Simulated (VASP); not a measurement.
# Ta4C3 (P1) in VASP: single point with PBEsol

Aim: the single point of Ta4C3 with PBEsol.

Everything below comes from runs of VASP 6.6.1. Logs are shortened: lines on timing, memory, paths and dates and some standing lists are left out, and cuts for length are marked.

### Step 1. The cell of the first run

The typed cell holds 7 atoms: a = 3.103 Å, b = 3.103 Å, c = 10.209 Å, α = 95.23°, β = 91.74°, γ = 60.00°.

### Step 2. Single point, PBEsol (the part above a cut slid along it)

INCAR reads:

```
PREC = Accurate ; ENCUT = 520
EDIFF = 1E-7 ; ISMEAR = 0
SIGMA = 0.15 ; LREAL = F
LASPH = T ; NELM = 100
ALGO = Normal ; ISIF = 2
LWAVE = F ; LCHARG = T
GGA = PS ; LELF = T
LVHAR = T ; NBANDS = 37
```

KPOINTS reads:

```
Automatic mesh
0
Gamma
  14 14 4
```

POSCAR reads:

```
Ta4C3
1.0
   -3.1032734570      0.0000000000      0.0000000000
   -1.5516367285     -2.6875136487      0.0000000000
    0.3103273457      0.8958378829     10.1645109918
Ta C
4 3
Direct
    0.2976255588      0.3733722062      0.1893666186
    0.2474076799      0.6244616004      0.9426348013
   -0.0696236192      0.2096180962      0.6981042887
    0.6134205124      0.7943974378      0.4524423133
    0.2717812989      0.5025935053      0.5770305159
    0.9730965849      0.9960170753      0.0573012258
   -0.0446080178      0.0845400888      0.3228702664
```

Potentials or basis: VASP PAW PBE potentials, release 64 (Ta_pv, C).

On the command line:

```bash
$ cat potpaw_PBE.64/Ta_pv/POTCAR potpaw_PBE.64/C/POTCAR > POTCAR
$ mpirun -np 1 vasp_std > vasp.out
```

OUTCAR:

```text
PREC = Accurate
   ENCUT = 520
   EDIFF = 1E-7
   ISMEAR = 0
   LREAL = F
   LASPH = T
   NELM = 100
   ISIF = 2
   GGA = PS

 ion  position               nearest neighbor table
   1  0.298  0.373  0.189-   6 2.24   6 2.24   6 2.24   7 2.25   7 2.25   7 2.25   2 2.68   4 3.22
                             4 3.22   4 3.22   2 3.32   2 3.60
   2  0.247  0.624  0.943-   6 1.50   6 2.47   1 2.68   6 2.83   3 3.06   3 3.06   3 3.06   1 3.32
                             1 3.60
   3  0.930  0.210  0.698-   5 2.17   5 2.17   5 2.17   2 3.06   2 3.06   2 3.06   4 3.07   4 3.07
                             4 3.07
   4  0.613  0.794  0.452-   5 2.19   5 2.19   5 2.19   7 2.22   7 2.22   7 2.22   3 3.07   3 3.07
                             3 3.07   1 3.22   1 3.22   1 3.22
   5  0.272  0.503  0.577-   3 2.17   3 2.17   3 2.17   4 2.19   4 2.19   4 2.19
   6  0.973  0.996  0.057-   2 1.50   1 2.24   1 2.24   1 2.24   2 2.47   2 2.83
   7  0.955  0.085  0.323-   4 2.22   4 2.22   4 2.22   1 2.25   1 2.25   1 2.25

  LATTYP: Found a triclinic cell.
 ALAT       =     3.1032734570
 B/A-ratio  =     1.0000000000
 C/A-ratio  =     3.2896325270
 COS(alpha) =     0.0303985321
 COS(beta)  =     0.0911955963
 COS(gamma) =     0.5000000000

  Lattice vectors:

 A1 = (  -1.5516367285,  -2.6875136487,   0.0000000000)
 A2 = (  -3.1032734570,   0.0000000000,   0.0000000000)
 A3 = (  -0.3103273457,  -0.8958378829, -10.1645109918)

Analysis of symmetry for initial positions (statically):
=====================================================================
 Subroutine PRICEL returns:
 Original cell was already a primitive cell.

 Routine SETGRP: Setting up the symmetry group for a
 triclinic supercell.

 Subroutine GETGRP returns: Found  1 space group operations
 (whereof  1 operations were pure point group operations)
 out of a pool of  2 trial point group operations.

The static configuration has the point symmetry C_1 .

Analysis of symmetry for dynamics (positions and initial velocities):
=====================================================================
 Subroutine PRICEL returns:
 Original cell was already a primitive cell.

 Routine SETGRP: Setting up the symmetry group for a
 triclinic supercell.

 Subroutine GETGRP returns: Found  1 space group operations
 (whereof  1 operations were pure point group operations)
 out of a pool of  2 trial point group operations.

The dynamic configuration has the point symmetry C_1 .

 Subroutine INISYM returns: Found  1 space group operations
 (whereof  1 operations are pure point group operations),
 and found     1 'primitive' translations

----------------------------------------------------------------------------------------

                                     Primitive cell

  volume of cell :      84.7729

  direct lattice vectors                    reciprocal lattice vectors
    -3.103273457  0.000000000  0.000000000    -0.322240374  0.186045567 -0.006558768
    -1.551636728 -2.687513649  0.000000000     0.000000000 -0.372091134  0.032793839
     0.310327346  0.895837883 10.164510992     0.000000000  0.000000000  0.098381516

  length of vectors
     3.103273457  3.103273457 10.208629304     0.372148934  0.373533462  0.098381516

  position of ions in fractional coordinates (direct lattice)
     0.297625559  0.373372206  0.189366619
     0.247407680  0.624461600  0.942634801
     0.930376381  0.209618096  0.698104289
     0.613420512  0.794397438  0.452442313
     0.271781299  0.502593505  0.577030516
     0.973096585  0.996017075  0.057301226
     0.955391982  0.084540089  0.322870266

  ion indices of the primitive-cell ions
   primitive index   ion index
                 1           1
                 2           2
                 3           3
                 4           4
                 5           5
                 6           6
                 7           7

----------------------------------------------------------------------------------------

 KPOINTS: Automatic mesh

Automatic generation of k-mesh.
 Grid dimensions read from file:
 generate k-points for:   14   14    4

 Generating k-lattice:

  Cartesian coordinates                     Fractional coordinates (reciprocal lattice)
    -0.023017170  0.013288969 -0.000468483     0.071428571  0.000000000 -0.000000000
     0.000000000 -0.026577938  0.002342417     0.000000000  0.071428571  0.000000000
     0.000000000  0.000000000  0.024595379     0.000000000  0.000000000  0.250000000

  Length of vectors
     0.026582067  0.026680962  0.024595379

  Shift w.r.t. Gamma in fractional coordinates (k-lattice)
     0.000000000  0.000000000  0.000000000

 Subroutine IBZKPT returns following result:
 ===========================================

 Found    396 irreducible k-points:

 Following reciprocal coordinates:
            Coordinates               Weight
  0.000000  0.000000  0.000000      1.000000
  0.071429  0.000000 -0.000000      2.000000
  0.142857  0.000000 -0.000000      2.000000
  0.214286 -0.000000  0.000000      2.000000
  0.285714  0.000000 -0.000000      2.000000
  0.357143  0.000000 -0.000000      2.000000
[... 16 lines left out ...]
  0.000000  0.142857  0.000000      2.000000
  0.071429  0.142857 -0.000000      2.000000
 [... further k-points ...]
   k-points           NKPTS =    396   k-points in BZ     NKDIM =    396   number of bands    NBANDS=     37
   number of dos      NEDOS =    301   number of ions     NIONS =      7
   total plane-waves  NPLWV =  46080
   dimension x,y,z NGX =    24 NGY =   24 NGZ =   80
   dimension x,y,z NGXF=    48 NGYF=   48 NGZF=  160
   ions per type =               4   3
   NGX,Y,Z   is equivalent  to a cutoff of  12.86, 12.86, 13.03 a.u.
   NGXF,Y,Z  is equivalent  to a cutoff of  25.71, 25.71, 26.06 a.u.
 SYSTEM =  unknown system
   PREC   = accura    normal or accurate (medium, high low for compatibility)
   ISTART =      0    job   : 0-new  1-cont  2-samecut
   ICHARG =      2    charge: 1-file 2-atom 10-const
   ISPIN  =      1    spin polarized calculation?
   LNONCOLLINEAR =      F non collinear calculations
   LSORBIT =      F    spin-orbit coupling
   LASPH  =      T    aspherical Exc in radial PAW
   ENCUT  =  520.0 eV  38.22 Ry    6.18 a.u.   5.77  5.77 18.98*2*pi/ulx,y,z
   NELM   =    100;   NELMIN=  2; NELMDL= -5     # of ELM steps
   EDIFF  = 0.1E-06   stopping-criterion for ELM
   LREAL  =      F    real-space projection
   EDIFFG = 0.1E-05   stopping-criterion for IOM
   NSW    =      0    number of steps for IOM
   IBRION =     -1    ionic relax: 0-MD 1-quasi-New 2-CG
   NFREE  =      0    steps in history (QN), initial steepest desc. (CG)
   ISIF   =      2    stress and relaxation
   ISYM   =      2    0-nonsym 1-usesym 2-fastsym
   POTIM  = 0.5000    time-step for ionic-motion
   TEBEG  =    0.0;   TEEND  =   0.0 temperature during run
   PSTRESS=    0.0 pullay stress
   NELECT =      56.0000    total number of electrons
   NUPDOWN=      -1.0000    fix difference up-down
   EMIN   =  10.00;   EMAX   =-10.00  energy-range for DOS
   EFERMI =   0.00;   METHOD = LEGACY
   ISMEAR =     0;   SIGMA  =   0.15  broadening in eV -4-tet -1-fermi 0-gaus
   EFERMI_NEDOS =   21; number of points for ismear=-14 and -15
   IALGO  =     38    algorithm
   IMIX   =      4    mixing-type and parameters
     AMIX     =   0.40;   BMIX     =  1.00
     AMIX_MAG =   1.60;   BMIX_MAG =  1.00
  volume/ion in A,a.u.               =      12.11        81.73
  Fermi-wavevector in a.u.,A,eV,Ry     =   1.425778  2.694329 27.658489  2.032842
  Thomas-Fermi vector in A             =   2.546125
   LORBIT       =      0    0 simple, 1 ext, 2 COOP (PROOUT), +10 PAW based schemes
   GGA     = PS    functional components
   LHFCALC =     F    Hartree Fock is set to
   AEXX    =    0.0000 exact exchange contribution
   IVDW    =     0    specifies the selected vdW correction
   LEPSILON=     F    determine dielectric tensor
   LRPA    =     F    only Hartree local field effects (RPA)
 non-spin polarized calculation
 Gauss-broadening in eV      SIGMA  =   0.15
  energy-cutoff  :      520.00
  volume of cell :       84.77
 maximum number of plane-waves:      2303
   NGX = 11   NGY = 11   NGZ = 37

 number of electron      56.0000003 magnetization

 Free energy of the ion-electron system (eV)
  ---------------------------------------------------
  ext. energy  EPLUGINS =         0.00000000
  ---------------------------------------------------
  free energy    TOTEN  =       -76.22011030 eV

  energy without entropy =      -76.19356086  energy(sigma->0) =      -76.20683558

 E-fermi :   7.2311     XC(G=0): -13.0804

 val. band max:        7.2305941846   @ k =  -0.4286   0.0714   0.0000
 cond. band min:       7.2371212998   @ k =  -0.4286  -0.4286   0.2500
 fundamental gap:      0.0065271152
 Fermi energy:         7.2310559613

 k-point     1 :       0.0000    0.0000    0.0000
  band No.  band energies     occupation
      1     -28.1673      2.00000
      2     -27.9178      2.00000
      3     -27.5068      2.00000
      4     -27.5012      2.00000
      5     -27.4378      2.00000
      6     -27.1723      2.00000
[... 29 lines left out ...]
     36       9.7988      0.00000
     37      10.3361      0.00000

 k-point     2 :       0.0714    0.0000   -0.0000
  band No.  band energies     occupation
      1     -28.1606      2.00000
      2     -27.9157      2.00000
      3     -27.5428      2.00000
      4     -27.5131      2.00000
      5     -27.4312      2.00000
      6     -27.1799      2.00000
[... 29 lines left out ...]
     36      10.0096      0.00000
     37      10.4003      0.00000
[... 838 lines left out ...]
     36      10.1625      0.00000
     37      10.5858      0.00000

 k-point    24 :       0.0714    0.1429   -0.0000
  band No.  band energies     occupation
      1     -28.1427      2.00000
      2     -27.9130      2.00000
      3     -27.6119      2.00000
      4     -27.5260      2.00000
      5     -27.4403      2.00000
      6     -27.2545      2.00000
[... 29 lines left out ...]
     36       9.9365      0.00000
     37      10.4854      0.00000

 [... further k-points ...]

------------------------ aborting loop because EDIFF is reached ----------------------------------------

  FORCE on cell =-STRESS in cart. coord.  units (eV):
  Direction    XX          YY          ZZ          XY          YZ          ZX
  --------------------------------------------------------------------------------------
  -------------------------------------------------------------------------------------
  Total        2.5375563     15.3471673     31.2137182     -4.8192441    -18.7601729      8.8885770
  in kB       47.9588826    290.0558262    589.9278138    -91.0819440   -354.5603804    167.9908426
  external PRESSURE =     309.3141742 kB  Pullay stress =       0.0000000 kB

 VOLUME and BASIS-vectors are now :
 -----------------------------------------------------------------------------
  energy-cutoff  :      520.00
  volume of cell :       84.77
      direct lattice vectors                 reciprocal lattice vectors
    -3.103273457  0.000000000  0.000000000    -0.322240374  0.186045567 -0.006558768
    -1.551636728 -2.687513649  0.000000000     0.000000000 -0.372091134  0.032793839
     0.310327346  0.895837883 10.164510992     0.000000000  0.000000000  0.098381516

 POSITION                                       TOTAL-FORCE (eV/Angst)
 -----------------------------------------------------------------------------------
     -1.44419     -0.83380      1.92482         0.480608      0.494323      3.300315
     -1.44419     -0.83380      9.58142        -7.078497     17.558911    -24.833917
     -2.99582      0.06204      7.09589        -0.007289     -0.057130     -0.026268
     -2.99582     -1.72964      4.59885         0.001289     -0.018553     -0.318629
     -1.44419     -0.83380      5.86523        -0.034197      0.053560      0.268697
     -4.54746     -2.62548      0.58244         6.631252    -18.264283     21.874263
     -2.99582      0.06204      3.28182         0.006834      0.233171     -0.264462
 -----------------------------------------------------------------------------------
    total drift:                                0.000032      0.000033     -0.000256

  FREE ENERGIE OF THE ION-ELECTRON SYSTEM (eV)
  ---------------------------------------------------
  free  energy   TOTEN  =       -76.2201102951 eV

  energy  without entropy=      -76.1935608556  energy(sigma->0) =      -76.20683558
```

Wall time 8.5 min (1 thread of Intel Xeon 6975P-C (Granite Rapids), shared host); peak memory 0.93 GiB.

Results:

```
Free energy            : -76.2201 eV
Pressure               : 30.9 GPa
Largest force          : 31.227 eV/Å
Band gap on the k mesh : zero (bands 28 and 29 overlap by 0.50 eV)
```

Forces on the atoms (eV/Å):
```
Ta    0.481   0.494   3.300
Ta   -7.078  17.559 -24.834
Ta   -0.007  -0.057  -0.026
Ta    0.001  -0.019  -0.319
C    -0.034   0.054   0.269
C     6.631 -18.264  21.874
C     0.007   0.233  -0.264
```

Stress tensor (GPa, compression positive):
```
  4.80  -9.11  16.80
 -9.11  29.01 -35.46
 16.80 -35.46  58.99
```

Caveat: the cell differs from its parent crystal (the part above a cut slid along it); atoms lie so close that the PAW spheres overlap strongly, which falsifies energies and pressures; the stress differs along the axes, from 5 to 59 GPa; the PAW data sets were made with another functional, which shifts forces and pressure a little; spin-orbit coupling is left out, which moves the levels of the heavy elements.
